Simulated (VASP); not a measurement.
Set up this calculation in VASP 6.6.1, as the native input.

```
Task                   : single point
Functional             : PBEsol
Potentials or basis    : VASP PAW PBE potentials, release 64 (Ir)
Cutoff                 : 520 eV
k mesh                 : 21 × 21 × 12
Occupations            : gaussian, width 0.15 eV
Spin                   : collinear spin, ferromagnetic start
Starting moments       : [0.8, 0.8] μB
Fixed moment           : 1.6 μB
Dipole correction      : no
Further INCAR settings : ALGO = Normal; EDIFF = 1e-06; NBANDS = 20
```

The structure of Ir lies in POSCAR:

```
Ir
1.0
    2.5448121180      0.0000000000      0.0000000000
   -1.2724060590      2.2038719420      0.0000000000
    0.0000000000      0.0000000000      4.1259244814
Ir
2
Direct
    0.6666666667      0.3333333333      0.7500000000
    0.3333333333      0.6666666667      0.2500000000
```

The input as run:

INCAR

```
PREC = Accurate ; ENCUT = 520
EDIFF = 1E-6 ; ISMEAR = 0
SIGMA = 0.15 ; LREAL = False
LASPH = True ; NELM = 150
ALGO = Normal ; ISIF = 2
LWAVE = False ; LCHARG = False
ISPIN = 2 ; MAGMOM = 0.8 0.8
LORBIT = 11 ; NUPDOWN = 1.6
LMAXMIX = 4 ; GGA = PS
NBANDS = 20
```

KPOINTS

```
regular mesh
0
Gamma
  21 21 12
```

Potentials or basis: VASP PAW PBE potentials, release 64 (Ir).

Launch:

```console
$ cat potpaw_PBE.64/Ir/POTCAR > POTCAR
$ mpirun -np 1 vasp_std > vasp.out
```

Results of the run:

| Item | Value |
| --- | --- |
| Pressure | 137.5 GPa |
| Net moment | 1.60 μB per cell |
| Site moments | Ir +0.78 μB |

Caveat: the PAW data sets were made with another functional, which shifts forces and pressure a little; the total moment is fixed, so each spin has its own Fermi level.

Run time: 2.1 min on 1 thread of Intel(R) Xeon(R) 6975P-C (Granite Rapids), on a shared host, peak memory 0.32 GiB.
